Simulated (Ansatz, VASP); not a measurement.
# One calculation of GaPSe3, two programs

```xyz
5
Lattice="4.5656 0.0000 0.0000 0.0000 4.5656 0.0000 0.0000 0.0000 6.1516" Properties=species:S:1:pos:R:3 pbc="T T T"
Ga    0.0000    0.0000    0.2217
P     2.2828    2.2828    3.5915
Se    2.2828    2.2828    5.7933
Se    0.0000    2.2828    2.7632
Se    2.2828    0.0000    2.7632
```

Alike in both runs: functional PBE; k mesh 4 × 4 × 4; occupations gaussian, width 0.1 eV; no spin polarisation.

Ansatz relaxed the structure, and its values are those at the end. VASP's run is a single point on that final structure, the one shown.

|  | VASP | Ansatz |
| --- | --- | --- |
| version | VASP 6.6.1 | Ansatz 0.2.0 |
| potentials or method | VASP PAW PBE potentials, release 64 (Ga_d, P, Se), cutoff 520 eV | scalar-relativistic, plane waves, PAW |
| valence electrons in the cell | 36 | 66 |

```tsv
	VASP	Ansatz	Ansatz less VASP
gap on the k mesh at the Fermi level (eV)	none	none	-
pressure (GPa)	0.0	0.0	-0.03
rms of the force components (eV/Å)	0.014	0.014	+0.0001
```

A gap of «none» marks a metal or a gap that the smearing closes. VASP's potentials hold 36 valence electrons a cell and Ansatz's 66, so a difference there can come from the potentials and not from the codes.
